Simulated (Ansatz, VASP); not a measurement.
# One calculation of Zn4SeS3, two programs

```
Zn Se S
1.0
     3.89523    0.00000    0.00000
    -1.94762    3.37337    0.00000
     0.00000    0.00000   12.78720
Zn Se S
4 1 3
Direct
  0.33333 0.66667 0.00004
  0.33333 0.66667 0.51132
  0.66667 0.33333 0.24436
  0.66667 0.33333 0.75522
  0.66667 0.33333 0.43853
  0.33333 0.66667 0.18499
  0.33333 0.66667 0.69539
  0.66667 0.33333 0.94014
```

Alike in both runs: functional PBE; k mesh 12 × 12 × 2; occupations gaussian, width 0.02 eV; no spin polarisation.

Ansatz relaxed the structure, and its values are those at the end. VASP's run is a single point on that final structure, the one shown.

```csv
,VASP,Ansatz
version,VASP 6.6.1,Ansatz 0.2.0
potentials or method,"VASP PAW PBE potentials, release 64 (Zn, Se, S), cutoff 520 eV","scalar-relativistic, plane waves, PAW"
valence electrons in the cell,72,82
```

|  | VASP | Ansatz | Ansatz less VASP |
| --- | --- | --- | --- |
| gap on the k mesh at the Fermi level (eV) | 1.51 | 1.51 | +0.001 |
| least direct gap on the mesh (eV) | 1.51 | 1.51 | +0.001 |
| pressure (GPa) | 0.2 | 0.0 | -0.17 |

VASP's potentials hold 72 valence electrons a cell and Ansatz's 82, so a difference there can come from the potentials and not from the codes.
